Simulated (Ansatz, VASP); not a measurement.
N: VASP beside Ansatz

```
N
1.0
     5.64900   -0.02824   -0.02824
    -0.02824    5.64900   -0.02824
    -0.02824   -0.02824    5.64900
N
4
Direct
  0.03000 0.03000 0.03000
  0.47000 0.97000 0.53000
  0.53000 0.47000 0.97000
  0.97000 0.53000 0.47000
```

Change from the starting cell: equal xy, yz and zx shear strains of -1 %, crystal datasets.

Alike in both runs: task electric field gradients; functional PBEsol; k mesh 4 × 4 × 4; occupations fermi-dirac, width 0.02 eV; no spin polarisation.

```csv
,VASP,Ansatz
version,VASP 6.6.1,Ansatz 0.2.0
potentials or method,"VASP PAW PBE potentials, release 64 (N), cutoff 520 eV","all-electron PAW with datasets made for the crystal, scalar-relativistic"
```

|  | VASP | Ansatz | Ansatz less VASP |
| --- | --- | --- | --- |
| pressure (GPa) | -4.1 | -4.1 | +0.04 |
| traceless stress, the component that is largest in VASP (GPa) | -0.09 | -0.09 | 0.000 |
| rms of the force components (eV/Å) | 0.227 | 0.227 | +0.0002 |
| size of Vzz on the site where it differs most (V/Å²) | 6.3 | 6.2 | -0.08 |

VASP's potentials were made for PBE, not for PBEsol. Atom by atom the forces differ by 0.000 eV/Å (rms over components). Ansatz ran all-electron here, and VASP with PAW potentials.
